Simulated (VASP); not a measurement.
# Rb (Fmmm) in VASP: a series of runs

Rb is run at these levels: LDA; tasks: single point.

Everything below comes from runs of VASP 6.6.1. Logs are shortened: lines on timing, memory, paths and dates and some standing lists are left out, and cuts for length are marked.

### Step 1. The cell of the first run

It takes space group Fmmm (No. 69, orthorhombic). Conventional cell: a = 5.612 Å, b = 7.341 Å, c = 8.532 Å, α = 90.00°, β = 90.00°, γ = 90.00°.

### Step 2. Single point, LDA (strain -0.1500 x Voigt [0, 0, 0, 1, 0, 0])

The input, INCAR:

```
ALGO = Normal ; EDIFF = 1E-6
ENCUT = 520 ; ISIF = 2
ISMEAR = 0 ; LASPH = True
LCHARG = False ; LREAL = False
LWAVE = False ; NBANDS = 10
NELM = 100 ; PREC = Accurate
SIGMA = 0.15
```

The input, KPOINTS:

```
k-points
0
Gamma
  12 12 12
```

The input, POSCAR:

```
Rb
1.0
   -2.8060000000      2.5955500000      2.5955500000
    2.8060000000     -3.0164500000      3.0164500000
    2.8060000000      3.0164500000     -3.0164500000
Rb
1
Direct
    0.0000000000      0.0000000000      0.0000000000
```

Potentials or basis: VASP PAW LDA potentials, release 64 (Rb_sv).

Run with:

```sh
cat potpaw_LDA.64/Rb_sv/POTCAR > POTCAR
mpirun -np 1 vasp_std > vasp.out
```

OUTCAR:

```text
EDIFF = 1E-6
   ENCUT = 520
   ISIF = 2
   ISMEAR = 0
   LASPH = True
   LREAL = False
   NELM = 100
   PREC = Accurate

 ion  position               nearest neighbor table
   1  0.000  0.000  0.000-

  LATTYP: Found a face centered orthorhombic cell.
 ALAT       =     5.6120000000
 B/A-ratio  =     1.3081475452
 C/A-ratio  =     1.5202795796

  Lattice vectors:

 A1 = (   0.0000000000,  -0.4209000000,   5.6120000000)
 A2 = (   2.8060000000,  -3.0164500000,   3.0164500000)
 A3 = (   2.8060000000,   2.5955500000,   2.5955500000)

Analysis of symmetry for initial positions (statically):
=====================================================================
 Subroutine PRICEL returns:
 Original cell was already a primitive cell.

 Routine SETGRP: Setting up the symmetry group for a
 face centered orthorhombic supercell.

 Subroutine GETGRP returns: Found  8 space group operations
 (whereof  8 operations were pure point group operations)
 out of a pool of  8 trial point group operations.

The static configuration has the point symmetry D_2h.

Analysis of symmetry for dynamics (positions and initial velocities):
=====================================================================
 Subroutine PRICEL returns:
 Original cell was already a primitive cell.

 Routine SETGRP: Setting up the symmetry group for a
 face centered orthorhombic supercell.

 Subroutine GETGRP returns: Found  8 space group operations
 (whereof  8 operations were pure point group operations)
 out of a pool of  8 trial point group operations.

The dynamic configuration has the point symmetry D_2h.

 Subroutine INISYM returns: Found  8 space group operations
 (whereof  8 operations are pure point group operations),
 and found     1 'primitive' translations

----------------------------------------------------------------------------------------

                                     Primitive cell

  volume of cell :      87.8766

  direct lattice vectors                    reciprocal lattice vectors
    -2.806000000  2.595550000  2.595550000     0.000000000  0.192637399  0.192637399
     2.806000000 -3.016450000  3.016450000     0.178189594  0.013439819  0.179197580
     2.806000000  3.016450000 -3.016450000     0.178189594  0.179197580  0.013439819

  length of vectors
     4.620324188  5.106033412  5.106033412     0.272430422  0.253069028  0.253069028

  position of ions in fractional coordinates (direct lattice)
     0.000000000  0.000000000  0.000000000
[... 75 lines left out ...]
   NELM   =    100;   NELMIN=  2; NELMDL= -5     # of ELM steps
   EDIFF  = 0.1E-05   stopping-criterion for ELM
   LREAL  =      F    real-space projection
   EDIFFG = 0.1E-04   stopping-criterion for IOM
   NSW    =      0    number of steps for IOM
   IBRION =     -1    ionic relax: 0-MD 1-quasi-New 2-CG
   NFREE  =      0    steps in history (QN), initial steepest desc. (CG)
   ISIF   =      2    stress and relaxation
   ISYM   =      2    0-nonsym 1-usesym 2-fastsym
   POTIM  = 0.5000    time-step for ionic-motion
   TEBEG  =    0.0;   TEEND  =   0.0 temperature during run
   PSTRESS=    0.0 pullay stress
   NELECT =       9.0000    total number of electrons
   NUPDOWN=      -1.0000    fix difference up-down
   EMIN   =  10.00;   EMAX   =-10.00  energy-range for DOS
   EFERMI =   0.00;   METHOD = LEGACY
   ISMEAR =     0;   SIGMA  =   0.15  broadening in eV -4-tet -1-fermi 0-gaus
   EFERMI_NEDOS =   21; number of points for ismear=-14 and -15
   IALGO  =     38    algorithm
   IMIX   =      4    mixing-type and parameters
     AMIX     =   0.40;   BMIX     =  1.00
     AMIX_MAG =   1.60;   BMIX_MAG =  1.00
  volume/ion in A,a.u.               =      87.88       593.02
  Fermi-wavevector in a.u.,A,eV,Ry     =   0.765946  1.447427  7.982167  0.586673
  Thomas-Fermi vector in A             =   1.866177
   LORBIT       =      0    0 simple, 1 ext, 2 COOP (PROOUT), +10 PAW based schemes
   GGA     = CA    functional components
   LHFCALC =     F    Hartree Fock is set to
   AEXX    =    0.0000 exact exchange contribution
   IVDW    =     0    specifies the selected vdW correction
   LEPSILON=     F    determine dielectric tensor
   LRPA    =     F    only Hartree local field effects (RPA)
 non-spin polarized calculation
 Gauss-broadening in eV      SIGMA  =   0.15
  energy-cutoff  :      520.00
  volume of cell :       87.88
 maximum number of plane-waves:      2390
   NGX = 17   NGY = 19   NGZ = 19

 number of electron       9.0000000 magnetization

 Free energy of the ion-electron system (eV)
  ---------------------------------------------------
  ext. energy  EPLUGINS =         0.00000000
  ---------------------------------------------------
  free energy    TOTEN  =        -1.04170648 eV

  energy without entropy =       -1.03154258  energy(sigma->0) =       -1.03662453

 E-fermi :  -0.1265     XC(G=0):  -5.7647

 val. band max:       -0.1296687189   @ k =  -0.4167   0.3333   0.2500
 cond. band min:      -0.1244079845   @ k =   0.0833   0.5000   0.5000
 fundamental gap:      0.0052607344
 Fermi energy:        -0.1264970957

 k-point     1 :       0.0000    0.0000    0.0000
  band No.  band energies     occupation
      1     -28.9245      2.00000
      2     -13.0309      2.00000
      3     -13.0149      2.00000
      4     -13.0063      2.00000
      5      -2.1596      2.00000
      6       3.1331      0.00000
      7       3.1605      0.00000
      8       3.8434      0.00000
      9       4.5181      0.00000
     10       4.8467      0.00000
[... 287 lines left out ...]
 k-point    24 :       0.2500    0.2500   -0.0000
  band No.  band energies     occupation
      1     -28.9167      2.00000
      2     -13.1390      2.00000
      3     -13.0652      2.00000
      4     -13.0357      2.00000
      5       0.0529      0.09069
      6       1.4735      0.00000
      7       2.0526      0.00000
      8       3.8648      0.00000
      9       4.0186      0.00000
     10       4.9018      0.00000

 [... further k-points ...]
[... 5 lines left out ...]
  --------------------------------------------------------------------------------------
  -------------------------------------------------------------------------------------
  Total       -0.1616981     -0.1872399     -0.1872399      0.0000000      0.1388529      0.0000000
  in kB       -2.9481003     -3.4137821     -3.4137821      0.0000000      2.5315840      0.0000000
  external PRESSURE =      -3.2585549 kB  Pullay stress =       0.0000000 kB

 VOLUME and BASIS-vectors are now :
 -----------------------------------------------------------------------------
  energy-cutoff  :      520.00
  volume of cell :       87.88
      direct lattice vectors                 reciprocal lattice vectors
    -2.806000000  2.595550000  2.595550000     0.000000000  0.192637399  0.192637399
     2.806000000 -3.016450000  3.016450000     0.178189594  0.013439819  0.179197580
     2.806000000  3.016450000 -3.016450000     0.178189594  0.179197580  0.013439819

 POSITION                                       TOTAL-FORCE (eV/Angst)
 -----------------------------------------------------------------------------------
      0.00000      0.00000      0.00000         0.000000      0.000000      0.000000
 -----------------------------------------------------------------------------------
    total drift:                               -0.000000      0.000000      0.000000

  FREE ENERGIE OF THE ION-ELECTRON SYSTEM (eV)
  ---------------------------------------------------
  free  energy   TOTEN  =        -1.0417064823 eV

  energy  without entropy=       -1.0315425792  energy(sigma->0) =       -1.03662453
```

OSZICAR:

```text
N       E                     dE             d eps       ncg     rms          rms(c)
DAV:   1     0.409246547363E+02    0.40925E+02   -0.33316E+03  5600   0.661E+02
DAV:   2     0.159506045014E+01   -0.39330E+02   -0.38462E+02  6190   0.125E+02
DAV:   3    -0.930057423457E+00   -0.25251E+01   -0.25196E+01  7600   0.315E+01
DAV:   4    -0.104110275297E+01   -0.11105E+00   -0.11077E+00  8048   0.552E+00
DAV:   5    -0.104267054752E+01   -0.15678E-02   -0.15677E-02  7774   0.625E-01    0.125E+00
DAV:   6    -0.104180470157E+01    0.86585E-03   -0.20825E-03  8054   0.246E-01    0.748E-01
DAV:   7    -0.104166842567E+01    0.13628E-03   -0.28862E-03  8034   0.282E-01    0.497E-02
DAV:   8    -0.104170050541E+01   -0.32080E-04   -0.12425E-04  6684   0.851E-02    0.144E-02
DAV:   9    -0.104170653993E+01   -0.60345E-05   -0.90002E-06  8296   0.204E-02    0.511E-03
DAV:  10    -0.104170648230E+01    0.57633E-07   -0.32649E-06  6868   0.966E-03
   1 F= -.10417065E+01 E0= -.10366245E+01  d E =-.101639E-01
```

stdout:

```text
POSCAR found type information on POSCAR Rb
 POSCAR found :  1 types and       1 ions
 scaLAPACK will be used
 LDA part: xc-table for (Slater(with rela. corr.)+CA(PZ))
 , standard interpolation
 POSCAR, INCAR and KPOINTS ok, starting setup
 FFT: planning ... GRIDC
 FFT: planning ... GRID_SOFT
 FFT: planning ... GRID
 WAVECAR not read
 entering main loop
```

Wall time 2.3 min (1 thread of Intel Xeon Platinum 8488C (Sapphire Rapids), shared host); peak memory 0.35 GiB.

What came out:

```yaml
Free_energy: -1.0417 eV
Pressure: -0.3 GPa
```

Caveat: the cell differs from its parent crystal (strain -0.1500 x Voigt [0, 0, 0, 1, 0, 0]).

### Step 3. Single point, LDA (strain +0.0562 x Voigt [0, 0, 0, 1, 0, 0])

The input, INCAR:

```
SYSTEM = Rb
  PREC = Accurate
  ENCUT = 520
  EDIFF = 1E-6
  ISMEAR = 0
  SIGMA = 0.15
  LREAL = .False.
  LASPH = .True.
  NELM = 100
  ALGO = Normal
  ISIF = 2
  LWAVE = .False.
  LCHARG = .False.
  NBANDS = 10
```

The input, KPOINTS:

```
regular mesh
0
Gamma
  12 12 12
  0 0 0
```

The input, POSCAR:

```
Rb
1.0
   -2.8060000000      2.8848486000      2.8848486000
    2.8060000000     -2.7271514000      2.7271514000
    2.8060000000      2.7271514000     -2.7271514000
Rb
1
Direct
    0.0000000000      0.0000000000      0.0000000000
```

Potentials or basis: VASP PAW LDA potentials, release 64 (Rb_sv).

Run with:

```sh
cat potpaw_LDA.64/Rb_sv/POTCAR > POTCAR
mpirun -np 1 vasp_std > vasp.out
```

It took 2.4 min on 1 thread of Intel Xeon Platinum 8488C (Sapphire Rapids), shared host; peak memory 0.35 GiB.

The run converged. Its results:

- Free energy: -1.0496 eV
- Pressure: -0.4 GPa

Stress tensor (GPa, compression positive):
```
-0.35  0.00  0.00
 0.00 -0.36 -0.09
 0.00 -0.09 -0.36
```

Levels at points of the mesh, in eV from the Fermi level:
| k point | band 1 | band 2 | band 3 | band 4 | band 5 | band 6 | band 7 | band 8 | band 9 |
| --- | --- | --- | --- | --- | --- | --- | --- | --- | --- |
| (0.00, 0.00, 0.00) | -28.78 | -12.88 | -12.87 | -12.87 | -2.02 | 3.48 | 3.55 | 3.74 | 4.61 |
| (0.50, 0.00, 0.00) | -28.77 | -12.98 | -12.90 | -12.87 | 0.09 | 0.74 | 2.54 | 4.38 | 5.37 |
| (0.00, 0.50, 0.00) | -28.77 | -12.99 | -12.91 | -12.87 | 0.21 | 0.87 | 2.53 | 4.23 | 5.19 |
| (0.00, 0.50, 0.50) | -28.77 | -12.99 | -12.92 | -12.88 | 0.31 | 1.00 | 2.53 | 4.06 | 5.00 |
| (0.50, 0.50, 0.50) | -28.77 | -12.97 | -12.95 | -12.94 | 1.26 | 1.27 | 3.33 | 3.33 | 3.35 |

Caveat: the cell differs from its parent crystal (strain +0.0562 x Voigt [0, 0, 0, 1, 0, 0]).

### Step 4. Single point, LDA (strain -0.0750 x Voigt [0, 0, 0, 1, 0, 0])

The input, INCAR:

```
SYSTEM = Rb
  ALGO = Normal
  EDIFF = 1E-6
  ENCUT = 520
  GGA = CA
  ISIF = 2
  ISMEAR = 0
  LASPH = .TRUE.
  LCHARG = .FALSE.
  LREAL = .FALSE.
  LWAVE = .FALSE.
  NBANDS = 10
  NELM = 100
  PREC = Accurate
  SIGMA = 0.15
```

The input, KPOINTS:

```
k-points
0
G
  12 12 12
  0 0 0
```

The input, POSCAR:

```
Rb
1.0
   -2.8060000000      2.7007750000      2.7007750000
    2.8060000000     -2.9112250000      2.9112250000
    2.8060000000      2.9112250000     -2.9112250000
Rb
1
Direct
    0.0000000000      0.0000000000      0.0000000000
```

Run with:

```sh
cat potpaw_LDA.64/Rb_sv/POTCAR > POTCAR
mpirun -np 1 vasp_std > vasp.out
```

Wall time 2.1 min (1 thread of Intel Xeon Platinum 8488C (Sapphire Rapids), shared host); peak memory 0.36 GiB.

It converged, with:

```
Free energy : -1.0486 eV
Pressure    : -0.4 GPa
```

Stress tensor (GPa, compression positive):
```
-0.35  0.00  0.00
 0.00 -0.36  0.12
 0.00  0.12 -0.36
```

Levels at points of the mesh, in eV from the Fermi level:
```csv
k point,band 3,band 4,band 5,band 6,band 7,band 8
"(0.00, 0.00, 0.00)",-12.88,-12.87,-2.02,3.43,3.51,3.79
"(0.50, 0.00, 0.00)",-12.93,-12.88,0.35,1.05,2.53,4.01
"(0.00, 0.50, 0.00)",-12.91,-12.88,0.21,0.87,2.52,4.23
"(0.00, 0.50, 0.50)",-12.90,-12.87,0.05,0.70,2.54,4.43
"(0.50, 0.50, 0.50)",-12.96,-12.94,1.25,1.28,3.33,3.33
```

Caveat: the cell differs from its parent crystal (strain -0.0750 x Voigt [0, 0, 0, 1, 0, 0]).

### Step 5. The runs side by side

| cell | gap on the mesh (eV) | pressure (GPa) |
| --- | --- | --- |
| a = 4.620, b = 5.106, c = 5.106 Å, angles 113.3, 109.5, 109.5°, 1 atom | none | -0.3 |
| a = 4.952, b = 4.770, c = 4.770 Å, angles 107.9, 109.5, 109.5°, 1 atom | none | -0.4 |
| a = 4.739, b = 4.982, c = 4.982 Å, angles 111.4, 109.5, 109.5°, 1 atom | none | -0.4 |

Alike in all rows: task single point; level LDA; potentials or basis VASP PAW LDA potentials, release 64 (Rb_sv); no spin polarisation; k mesh 12 × 12 × 12; cutoff (eV) 520; smearing gaussian 0.15 eV.

Absolute energies hang on the potentials; compare differences alone.
